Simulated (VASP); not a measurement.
Set up this calculation in VASP 6.6.1, as the native input.

| Property | Result |
| --- | --- |
| Task | relaxation of cell and atoms |
| Functional | PBE |
| Potentials or basis | VASP PAW PBE potentials, release 64 (Zr_sv, C) |
| Cutoff | 600 eV |
| k mesh | 6 × 6 × 6 |
| Occupations | gaussian, width 0.1 eV |
| Spin | no spin polarisation |
| Dipole correction | no |
| Further INCAR settings | ALGO = Normal; EDIFF = 1e-07; IBRION = 2; EDIFFG = -0.04; NSW = 90; ISIF = 3 |

The structure of ZrC3 lies in POSCAR:

```
ZrC3
1.0
    2.4627913690      1.4218932598      2.3388103771
   -2.4627913690      1.4218932598      2.3388103771
    0.0000000000     -2.8437865197      2.3388103771
Zr C
1 3
Direct
    0.4406709033      0.4406709033      0.4406709033
    0.0073437187      0.7783994227      0.1428715707
    0.7783994227      0.1428715707      0.0073437187
    0.1428715707      0.0073437187      0.7783994227
```

These files were run (other wordings do the same):

INCAR

```
SYSTEM = ZrC3
ALGO = Normal
EDIFF = 1E-7
EDIFFG = -0.04
ENCUT = 600
GGA = PE
IBRION = 2
ISIF = 3
ISMEAR = 0
LASPH = .True.
LCHARG = .False.
LREAL = .False.
LWAVE = .False.
NELM = 60
NSW = 90
PREC = Accurate
SIGMA = 0.1
```

KPOINTS

```
k-points
0
Gamma
  6 6 6
  0 0 0
```

Potentials or basis: VASP PAW PBE potentials, release 64 (Zr_sv, C).

Run with:

```bash
$ cat potpaw_PBE.64/Zr_sv/POTCAR potpaw_PBE.64/C/POTCAR > POTCAR
$ mpirun -np 1 vasp_std > vasp.out
```

It gave:

```json
{"Relaxed volume": "11.28 Å³/atom", "Relaxed cell": "a = 3.673 Å, b = 3.673 Å, c = 3.673 Å, α = 74.80°, β = 74.80°, γ = 74.80°", "Space group after relaxing (to 0.05 Å)": "R32 (No. 155)", "Energy gained by relaxing": "358.0 meV/atom", "Ionic steps": "27", "Pressure after relaxing": "0.1 GPa", "Largest force after relaxing": "0.010 eV/Å", "Band gap on the k mesh": "zero (band 12 reaches 9.22 eV, above the bottom of band 13 at 6.09 eV)"}
```

Run time: 7.4 min on 1 thread of Intel(R) Xeon(R) 6975P-C (Granite Rapids) (shared host), peak memory 0.19 GiB.
